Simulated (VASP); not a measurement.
# CuO: single point with PBE

Crystal: CuO.

```
Cu O
1.0
     0.00000    2.27974    2.27974
     2.27974    0.00000    2.27974
     2.27974    2.27974    0.00000
Cu O
1 1
Direct
  0.00000 0.00000 0.00000
  0.25000 0.25000 0.25000
```

| Quantity | Value |
| --- | --- |
| Program | VASP 6.6.1 |
| Task | single point |
| Functional | PBE |
| Potentials or basis | VASP PAW PBE potentials, release 64 (Cu, O) |
| Cutoff | 520 eV |
| k mesh | 10 × 10 × 10 |
| Occupations | fermi-dirac, width 0.05 eV |
| Spin | no spin polarisation |
| Dipole correction | no |
| Further INCAR settings | ALGO = Normal; EDIFF = 1e-06; NBANDS = 16 |

```
Pressure : -2.4 GPa
```

Levels at points of the mesh, in eV from the Fermi level:
| k point | band 7 | band 8 | band 9 | band 10 | band 11 | band 12 |
| --- | --- | --- | --- | --- | --- | --- |
| (0.00, 0.00, 0.00) | 0.78 | 0.78 | 0.78 | 0.96 | 14.23 | 14.23 |
| (0.50, 0.00, 0.00) | -1.77 | -0.01 | -0.01 | 6.07 | 7.84 | 13.85 |
| (0.50, 0.50, 0.00) | -1.36 | -1.10 | -1.10 | 5.84 | 9.77 | 11.51 |

It took 11 s on 1 thread of Intel(R) Xeon(R) Platinum 8488C (Sapphire Rapids) (shared host), peak memory 0.14 GiB.

Caveat: an odd number of electrons without spin polarisation forces a metal; a magnetic or distorted state may lie lower; semilocal functionals often make such compounds metallic where correlation or magnetic order opens a gap, which also shifts bond lengths. With open d or f shells a metallic result of PBE can be an artefact of self-interaction; +U or a hybrid may open a gap.
